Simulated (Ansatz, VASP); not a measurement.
## Sb in VASP and in Ansatz

```xyz
2
Lattice="3.4133 0.0000 0.0000 -1.7067 2.9560 0.0000 0.0000 0.0000 5.4001" Properties=species:S:1:pos:R:3 pbc="T T T"
Sb    0.0000    1.9707    1.3500
Sb    1.7067    0.9853    4.0501
```

Change from the starting cell: functional pbesol, volume scaled by 1.04.

Alike in both runs: task single point; functional PBEsol; k mesh 12 × 12 × 7; occupations fermi-dirac, width 0.05 eV; no spin polarisation.

```csv
,VASP,Ansatz
version,VASP 6.6.1,Ansatz 0.2.0
potentials or method,"VASP PAW PBE potentials, release 64 (Sb), cutoff 520 eV","all-electron LAPW, scalar-relativistic"
```

|  | VASP | Ansatz | Ansatz less VASP |
| --- | --- | --- | --- |
| pressure (GPa) | -2.7 | -2.6 | +0.04 |
| traceless stress, the component that is largest in VASP (GPa) | -0.77 | -0.77 | 0.000 |

VASP's potentials were made for PBE, not for PBEsol. Ansatz ran all-electron here, and VASP with PAW potentials.

Neither program's run includes spin-orbit coupling.
